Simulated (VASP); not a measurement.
A run of VASP 6.6.1 is set up as follows.

The input INCAR:

```
SYSTEM = PbS
ALGO = Normal ; EDIFF = 1E-6
EDIFFG = -0.01 ; ENCUT = 600
GGA = PE ; IBRION = 2
ISIF = 3 ; ISMEAR = 0
LASPH = .TRUE. ; LCHARG = .FALSE.
LREAL = .FALSE. ; LWAVE = .FALSE.
NELM = 80 ; NSW = 80
PREC = Accurate ; SIGMA = 0.01
```

The input KPOINTS:

```
k-points
0
G
  6 6 6
  0 0 0
```

File POSCAR:

```
PbS
1.0
    0.0000000000      2.9657500000      2.9657500000
    2.9657500000      0.0000000000      2.9657500000
    2.9657500000      2.9657500000      0.0000000000
Pb S
1 1
Direct
    0.0000000000      0.0000000000      0.0000000000
    0.5000000000      0.5000000000      0.5000000000
```

Potentials or basis: VASP PAW PBE potentials, release 64 (Pb_d, S).

Command:

```bash
$ cat potpaw_PBE.64/Pb_d/POTCAR potpaw_PBE.64/S/POTCAR > POTCAR
$ mpirun -np 1 vasp_std > vasp.out
```

(1) What does it give for the relaxed cell?

(2) What does it give for the relaxed volume?

(3) Estimate the band gap on the k mesh.

(4) What does it give for the space group after relaxing (to 0.05 Å)?

Answers

(1) a = 4.248 Å, b = 4.248 Å, c = 4.248 Å, α = 60.00°, β = 60.00°, γ = 60.00°.

(2) 27.09 Å³/atom.

(3) 0.50 eV, direct.

(4) Fm-3m (No. 225).

Caveat: spin-orbit coupling is left out, which moves the levels of the heavy elements.
